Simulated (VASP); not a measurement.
# Sc (Im-3m) in VASP: a series of runs

Sc is run at these levels: PBE; tasks: relaxation of cell and atoms, single point.

Everything below comes from runs of VASP 6.6.1. Logs are shortened: lines on timing, memory, paths and dates and some standing lists are left out, and cuts for length are marked.

### 1 The cell of the first run

Symmetry: Im-3m, No. 229, cubic system. Conventional cell: a = 2.944 Å, b = 2.944 Å, c = 2.944 Å, α = 90.00°, β = 90.00°, γ = 90.00°. Sc (site symmetry m-3m) has 14 Sc at 2.55 to 2.94 Å within 3.4 Å.

### 2 Relaxation of cell and atoms, PBE, target pressure 89 GPa, at which the enthalpy is minimised

Contents of INCAR:

```
ALGO = Normal
EDIFF = 1E-6
EDIFFG = -0.005
ENCUT = 600
GGA = PE
IBRION = 2
ISIF = 3
ISMEAR = -1
LASPH = True
LCHARG = False
LREAL = False
LWAVE = False
NELM = 60
NSW = 60
PREC = Accurate
PSTRESS = 890.0
SIGMA = 0.1
```

Contents of KPOINTS:

```
k-points
0
Gamma
  18 18 18
```

Contents of POSCAR:

```
Sc
1.0
   -1.4719826212      1.4719826212      1.4719826212
    1.4719826212     -1.4719826212      1.4719826212
    1.4719826212      1.4719826212     -1.4719826212
Sc
1
Direct
    0.0000000000      0.0000000000      0.0000000000
```

Potentials or basis: VASP PAW PBE potentials, release 64 (Sc_sv).

On the command line:

```console
> cat potpaw_PBE.64/Sc_sv/POTCAR > POTCAR
> mpirun -np 1 vasp_std > vasp.out
```

OUTCAR:

```text
EDIFF = 1E-6
   EDIFFG = -0.005
   ENCUT = 600
   GGA = PE
   IBRION = 2
   ISIF = 3
   ISMEAR = -1
   LASPH = True
   LREAL = False
   NELM = 60
   NSW = 60
   PREC = Accurate
   PSTRESS = 890.0

 ion  position               nearest neighbor table
   1  0.000  0.000  0.000-

  LATTYP: Found a body centered cubic cell.
 ALAT       =     2.9439652424

  Lattice vectors:

 A1 = (  -1.4719826212,   1.4719826212,   1.4719826212)
 A2 = (   1.4719826212,  -1.4719826212,   1.4719826212)
 A3 = (   1.4719826212,   1.4719826212,  -1.4719826212)

Analysis of symmetry for initial positions (statically):
=====================================================================
 Subroutine PRICEL returns:
 Original cell was already a primitive cell.

 Routine SETGRP: Setting up the symmetry group for a
 body centered cubic supercell.

 Subroutine GETGRP returns: Found 48 space group operations
 (whereof 48 operations were pure point group operations)
 out of a pool of 48 trial point group operations.

The static configuration has the point symmetry O_h .

Analysis of symmetry for dynamics (positions and initial velocities):
=====================================================================
 Subroutine PRICEL returns:
 Original cell was already a primitive cell.

 Routine SETGRP: Setting up the symmetry group for a
 body centered cubic supercell.

 Subroutine GETGRP returns: Found 48 space group operations
 (whereof 48 operations were pure point group operations)
 out of a pool of 48 trial point group operations.

The dynamic configuration has the point symmetry O_h .

 Subroutine INISYM returns: Found 48 space group operations
 (whereof 48 operations are pure point group operations),
 and found     1 'primitive' translations

----------------------------------------------------------------------------------------

                                     Primitive cell

  volume of cell :      12.7576

  direct lattice vectors                    reciprocal lattice vectors
    -1.471982621  1.471982621  1.471982621     0.000000000  0.339677923  0.339677923
     1.471982621 -1.471982621  1.471982621     0.339677923  0.000000000  0.339677923
     1.471982621  1.471982621 -1.471982621     0.339677923  0.339677923  0.000000000

  length of vectors
     2.549548688  2.549548688  2.549548688     0.480377126  0.480377126  0.480377126

  position of ions in fractional coordinates (direct lattice)
     0.000000000  0.000000000  0.000000000

  ion indices of the primitive-cell ions
   primitive index   ion index
                 1           1

----------------------------------------------------------------------------------------

 KPOINTS: k-points

Automatic generation of k-mesh.
 Grid dimensions read from file:
 generate k-points for:   18   18   18

 Generating k-lattice:

  Cartesian coordinates                     Fractional coordinates (reciprocal lattice)
     0.000000000  0.018870996  0.018870996     0.055555556  0.000000000  0.000000000
     0.018870996  0.000000000  0.018870996     0.000000000  0.055555556  0.000000000
     0.018870996  0.018870996  0.000000000     0.000000000  0.000000000  0.055555556

  Length of vectors
     0.026687618  0.026687618  0.026687618

  Shift w.r.t. Gamma in fractional coordinates (k-lattice)
     0.000000000  0.000000000  0.000000000

 Subroutine IBZKPT returns following result:
 ===========================================

 Found    195 irreducible k-points:

 Following reciprocal coordinates:
            Coordinates               Weight
  0.000000  0.000000  0.000000      1.000000
  0.055556  0.000000  0.000000     12.000000
  0.111111  0.000000  0.000000     12.000000
  0.166667  0.000000  0.000000     12.000000
  0.222222  0.000000  0.000000     12.000000
  0.277778  0.000000  0.000000     12.000000
[... 16 lines left out ...]
  0.333333  0.111111  0.000000     48.000000
  0.388889  0.111111  0.000000     48.000000
 [... further k-points ...]
   k-points           NKPTS =    195   k-points in BZ     NKDIM =    195   number of bands    NBANDS=      9
   number of dos      NEDOS =    301   number of ions     NIONS =      1
   total plane-waves  NPLWV =   8000
   dimension x,y,z NGX =    20 NGY =   20 NGZ =   20
   dimension x,y,z NGXF=    40 NGYF=   40 NGZF=   40
   ions per type =               1
   NGX,Y,Z   is equivalent  to a cutoff of  13.04, 13.04, 13.04 a.u.
   NGXF,Y,Z  is equivalent  to a cutoff of  26.08, 26.08, 26.08 a.u.
 SYSTEM =  unknown system
   PREC   = accura    normal or accurate (medium, high low for compatibility)
   ISTART =      0    job   : 0-new  1-cont  2-samecut
   ICHARG =      2    charge: 1-file 2-atom 10-const
   ISPIN  =      1    spin polarized calculation?
   LNONCOLLINEAR =      F non collinear calculations
   LSORBIT =      F    spin-orbit coupling
   LASPH  =      T    aspherical Exc in radial PAW
   ENCUT  =  600.0 eV  44.10 Ry    6.64 a.u.   5.09  5.09  5.09*2*pi/ulx,y,z
   NELM   =     60;   NELMIN=  2; NELMDL= -5     # of ELM steps
   EDIFF  = 0.1E-05   stopping-criterion for ELM
   LREAL  =      F    real-space projection
   EDIFFG = -.5E-02   stopping-criterion for IOM
   NSW    =     60    number of steps for IOM
   IBRION =      2    ionic relax: 0-MD 1-quasi-New 2-CG
   NFREE  =      1    steps in history (QN), initial steepest desc. (CG)
   ISIF   =      3    stress and relaxation
   ISYM   =      2    0-nonsym 1-usesym 2-fastsym
   POTIM  = 0.5000    time-step for ionic-motion
   TEBEG  =    0.0;   TEEND  =   0.0 temperature during run
   PSTRESS=  890.0 pullay stress
   NELECT =      11.0000    total number of electrons
   NUPDOWN=      -1.0000    fix difference up-down
   EMIN   =  10.00;   EMAX   =-10.00  energy-range for DOS
   EFERMI =   0.00;   METHOD = LEGACY
   ISMEAR =    -1;   SIGMA  =   0.10  broadening in eV -4-tet -1-fermi 0-gaus
   EFERMI_NEDOS =   21; number of points for ismear=-14 and -15
   IALGO  =     38    algorithm
   IMIX   =      4    mixing-type and parameters
     AMIX     =   0.40;   BMIX     =  1.00
     AMIX_MAG =   1.60;   BMIX_MAG =  1.00
  volume/ion in A,a.u.               =      12.76        86.09
  Fermi-wavevector in a.u.,A,eV,Ry     =   1.558176  2.944525 33.033734  2.427911
  Thomas-Fermi vector in A             =   2.661718
   LORBIT       =      0    0 simple, 1 ext, 2 COOP (PROOUT), +10 PAW based schemes
   GGA     = PE    functional components
   LHFCALC =     F    Hartree Fock is set to
   AEXX    =    0.0000 exact exchange contribution
   IVDW    =     0    specifies the selected vdW correction
   LEPSILON=     F    determine dielectric tensor
   LRPA    =     F    only Hartree local field effects (RPA)
 conjugate gradient relaxation of ions
 non-spin polarized calculation
  energy-cutoff  :      600.00
  volume of cell :       12.76
 maximum number of plane-waves:       438
   NGX = 11   NGY = 11   NGZ = 11

--------------------------------------- Ionic step        1  -------------------------------------------

 number of electron      10.9999997 magnetization

 Free energy of the ion-electron system (eV)
  ---------------------------------------------------
  ext. energy  EPLUGINS =         0.00000000
  ---------------------------------------------------
  free energy    TOTEN  =        -3.90746497 eV

  energy without entropy =       -3.85519120  energy(sigma->0) =       -3.88132809

------------------------ aborting loop because EDIFF is reached ----------------------------------------

  FORCE on cell =-STRESS in cart. coord.  units (eV):
  Direction    XX          YY          ZZ          XY          YZ          ZX
  --------------------------------------------------------------------------------------
  -------------------------------------------------------------------------------------
  Total        7.2843339      7.2843339      7.2843339      0.0000000      0.0000000      0.0000000
  in kB      914.8131301    914.8131301    914.8131301      0.0000000      0.0000000      0.0000000
  external PRESSURE =      24.8131301 kB  Pullay stress =     890.0000000 kB
[... 59 lines left out ...]
  enthalpy is  TOTEN    =         3.1817308784 eV   P V=        7.2913398405

--------------------------------------- Ionic step        3  -------------------------------------------

 number of electron      10.9999997 magnetization

 Free energy of the ion-electron system (eV)
  ---------------------------------------------------
  ext. energy  EPLUGINS =         0.00000000
  ---------------------------------------------------
  free energy    TOTEN  =        -3.97962447 eV

  energy without entropy =       -3.92706426  energy(sigma->0) =       -3.95334437

 E-fermi :   8.5016     XC(G=0): -12.8495

 val. band max:        8.4989319107   @ k =  -0.3333   0.5000   0.0556
 cond. band min:       8.5076716812   @ k =   0.2222   0.2222   0.2222
 fundamental gap:      0.0087397705
 Fermi energy:         8.5016233356

 k-point     1 :       0.0000    0.0000    0.0000
  band No.  band energies     occupation
      1     -40.0030      2.00000
      2     -17.0445      2.00000
      3     -17.0445      2.00000
      4     -17.0445      2.00000
      5       3.3187      2.00000
      6      10.7564      0.00000
      7      10.7564      0.00000
      8      10.7564      0.00000
      9      13.6517      0.00000
[... 265 lines left out ...]
 k-point    24 :       0.3889    0.1111    0.0000
  band No.  band energies     occupation
      1     -39.2334      2.00000
      2     -19.6214      2.00000
      3     -17.9246      2.00000
      4     -17.2153      2.00000
      5       6.0384      2.00000
      6       8.3628      1.60056
      7      11.2248      0.00000
      8      13.7350      0.00000
      9      14.8464      0.00000

 [... further k-points ...]

------------------------ aborting loop because EDIFF is reached ----------------------------------------

  FORCE on cell =-STRESS in cart. coord.  units (eV):
  Direction    XX          YY          ZZ          XY          YZ          ZX
  --------------------------------------------------------------------------------------
  -------------------------------------------------------------------------------------
  Total        7.1574245      7.1574245      7.1574245      0.0000000      0.0000000      0.0000000
  in kB      889.9366981    889.9366981    889.9366981      0.0000000      0.0000000      0.0000000
  external PRESSURE =      -0.0633019 kB  Pullay stress =     890.0000000 kB
[... 16 lines left out ...]
  FREE ENERGIE OF THE ION-ELECTRON SYSTEM (eV)
  ---------------------------------------------------
  free  energy   TOTEN  =        -3.9796244736 eV

  energy  without entropy=       -3.9270642583  energy(sigma->0) =       -3.95334437

  enthalpy is  TOTEN    =         3.1783091845 eV   P V=        7.1579336581

 reached required accuracy - stopping structural energy minimisation
```

Run time: 26 s. Hardware: 1 thread of Intel Xeon Platinum 8488C (Sapphire Rapids), shared host; peak memory 0.15 GiB.

What came out:

```yaml
Free_energy: -3.9796 eV
Relaxed_volume: 12.89 Å³/atom
Relaxed_cell: a = 2.558 Å, b = 2.558 Å, c = 2.558 Å, α = 109.47°, β = 109.47°, γ = 109.47°
Space_group_after_relaxing_to_0.05_Å: Im-3m (No. 229)
Energy_change_on_relaxing_the_enthalpy_is_what_falls: -72.2 meV/atom
Ionic_steps: 3
Pressure_after_relaxing: 89.0 GPa
```

The path:
```csv
step,energy change (eV),largest force (eV/Å),pressure (GPa),volume (Å³)
1,0.0000,0.0000,91.48,12.76
2,-0.2021,0.0000,84.49,13.13
3,-0.0722,0.0000,88.99,12.89
```

Final structure:
```xyz
1
Lattice="-1.4769 1.4769 1.4769 1.4769 -1.4769 1.4769 1.4769 1.4769 -1.4769" Properties=species:S:1:pos:R:3 pbc="T T T"
Sc    0.0000    0.0000    0.0000
```

Caveat: the cell is relaxed towards a set pressure, so the enthalpy falls and the energy may rise.

### 3 Relaxation of cell and atoms, PBE, target pressure 89 GPa, at which the enthalpy is minimised

This run uses another cell than the first one, of 12.83 Å³/atom, 1.006 times its volume.

Contents of INCAR:

```
SYSTEM = Sc
  ALGO = Normal
  EDIFF = 1E-6
  EDIFFG = -0.005
  ENCUT = 600
  GGA = PE
  IBRION = 2
  ISIF = 3
  ISMEAR = -1
  LASPH = .TRUE.
  LCHARG = .FALSE.
  LREAL = .FALSE.
  LWAVE = .FALSE.
  NELM = 100
  NSW = 32
  PREC = Accurate
  PSTRESS = 890.0
  SIGMA = 0.1
```

Contents of KPOINTS:

```
k-points
0
G
  18 18 18
  0 0 0
```

Contents of POSCAR:

```
Sc
1.0
   -1.4747953467      1.4747953467      1.4747953467
    1.4747953467     -1.4747953467      1.4747953467
    1.4747953467      1.4747953467     -1.4747953467
Sc
1
Direct
    0.0000000000      0.0000000000      0.0000000000
```

Potentials or basis: VASP PAW PBE potentials, release 64 (Sc_sv).

On the command line:

```console
> cat potpaw_PBE.64/Sc_sv/POTCAR > POTCAR
> mpirun -np 1 vasp_std > vasp.out
```

Run time: 23 s. Hardware: 1 thread of Intel Xeon Platinum 8488C (Sapphire Rapids), shared host; peak memory 0.15 GiB.

Results (log left out):

| Property | Result |
| --- | --- |
| Free energy | -3.9795 eV |
| Relaxed volume | 12.89 Å³/atom |
| Relaxed cell | a = 2.558 Å, b = 2.558 Å, c = 2.558 Å, α = 109.47°, β = 109.47°, γ = 109.47° |
| Space group after relaxing (to 0.05 Å) | Im-3m (No. 229) |
| Energy change on relaxing (the enthalpy is what falls) | -30.5 meV/atom |
| Ionic steps | 3 |
| Pressure after relaxing | 89.0 GPa |

Step by step:
| step | energy change (eV) | largest force (eV/Å) | pressure (GPa) | volume (Å³) |
| --- | --- | --- | --- | --- |
| 1 | 0.0000 | 0.0000 | 90.05 | 12.83 |
| 2 | -0.0870 | 0.0000 | 87.03 | 12.99 |
| 3 | -0.0305 | 0.0000 | 88.97 | 12.89 |

Final structure:
```
CELL_PARAMETERS angstrom
-1.47689 1.47689 1.47689
1.47689 -1.47689 1.47689
1.47689 1.47689 -1.47689
ATOMIC_POSITIONS crystal
Sc 0.00000 0.00000 0.00000
```

Levels at points of the mesh, in eV from the Fermi level:
```
           k point  band 2  band 3  band 4  band 5  band 6  band 7  band 8  band 9
(0.00, 0.00, 0.00)  -25.55  -25.55  -25.55   -5.18    2.25    2.25    2.25    5.15
(0.50, 0.00, 0.00)  -28.29  -26.32  -25.61   -2.97   -0.28    4.00    5.42    6.04
(0.50, 0.50, 0.50)  -27.28  -27.28  -27.28   -3.44   -3.44    7.65    7.65    7.65
```

Caveat: the cell is relaxed towards a set pressure, so the enthalpy falls and the energy may rise.

### 4 Single point, PBE

This run uses another cell than the first one, of 12.83 Å³/atom, 1.006 times its volume.

Contents of INCAR:

```
SYSTEM = Sc
PREC = Accurate ; ENCUT = 520
EDIFF = 1E-6 ; ISMEAR = -1
SIGMA = 0.1 ; LREAL = .FALSE.
LASPH = .TRUE. ; NELM = 60
ALGO = Normal ; ISIF = 2
LWAVE = .FALSE. ; LCHARG = .FALSE.
GGA = PE ; NBANDS = 12
```

Contents of KPOINTS:

```
regular mesh
0
G
  18 18 18
  0 0 0
```

POSCAR is that of step 3.

On the command line:

```console
> cat potpaw_PBE.64/Sc_sv/POTCAR > POTCAR
> mpirun -np 1 vasp_std > vasp.out
```

It took 34 s on 1 thread of Intel Xeon 8259CL, shared host; peak memory 0.15 GiB.

It converged, with:

* Free energy: -3.9485 eV
* Pressure: 90.0 GPa

Levels at points of the mesh, in eV from the Fermi level:
```
           k point  band 4  band 5  band 6  band 7  band 8  band 9
(0.00, 0.00, 0.00)  -25.53   -5.17    2.26    2.26    2.26    5.17
(0.50, 0.00, 0.00)  -25.59   -2.98   -0.29    4.04    5.45    6.06
(0.50, 0.50, 0.50)  -27.28   -3.46   -3.46    7.68    7.68    7.68
```

(Part 1 of 2 ends here.)
